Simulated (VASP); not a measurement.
A run of VASP 6.6.1 is set up as follows.

File POSCAR:

```
MgO
1.0
    0.0000000000      2.1085000000      2.1085000000
    2.1085000000      0.0000000000      2.1085000000
    2.1085000000      2.1085000000      0.0000000000
Mg O
1 1
Direct
    0.0000000000      0.0000000000      0.0000000000
    0.5000000000      0.5000000000      0.5000000000
```

INCAR.step1

```
SYSTEM = MgO
PREC = Accurate
ENCUT = 660
ISMEAR = 0
SIGMA = 0.1
LREAL = .False.
LASPH = .True.
NELM = 120
NBANDS = 15
GGA = PE
ALGO = Normal
EDIFF = 1E-5
LWAVE = .True.
LCHARG = .False.
GGA_COMPAT = .False.
```

Contents of INCAR.step2:

```
SYSTEM = MgO
PREC = Accurate
ENCUT = 660
EDIFF = 1E-6
ISMEAR = 0
SIGMA = 0.1
LREAL = .False.
LASPH = .True.
NELM = 120
ALGO = Normal
ISIF = 2
LWAVE = .False.
LCHARG = .True.
METAGGA = R2SCAN
LMIXTAU = .True.
LELF = .True.
LVHAR = .True.
NBANDS = 15
ISTART = 1
GGA_COMPAT = .False.
```

The input KPOINTS:

```
regular mesh
0
Gamma
  8 8 8
  0 0 0
```

Potentials or basis: VASP PAW PBE potentials, release 64 (Mg_sv, O).

Run with:

```sh
$ cat potpaw_PBE.64/Mg_sv/POTCAR potpaw_PBE.64/O/POTCAR > POTCAR
$ cp INCAR.step1 INCAR
$ mpirun -np 1 vasp_std > vasp.out
$ cp INCAR.step2 INCAR
$ mpirun -np 1 vasp_std > vasp.out
```

(1) Predict the pressure.

(2) Estimate the band gap on the k mesh.

Results:

(1) -1.6 GPa.

(2) 5.62 eV, direct.

Caveat: the PAW data sets were made with another functional, which shifts forces and pressure a little.

**Experimental background.**

From “Electronic structure of alkaline earth and post-transition metal oxides”, 2009, arxiv:0908.1581, for a bulk crystal of MgO: band gap 7.83 eV.

Against the measured gap of MgO, 7.83 eV (quoted in “Electronic structure of alkaline earth and post-transition metal oxides”, 2009, arxiv:0908.1581), the calculated 5.62 eV is off by -2.21 eV. The value is that of r2SCAN, without temperature or zero-point motion.
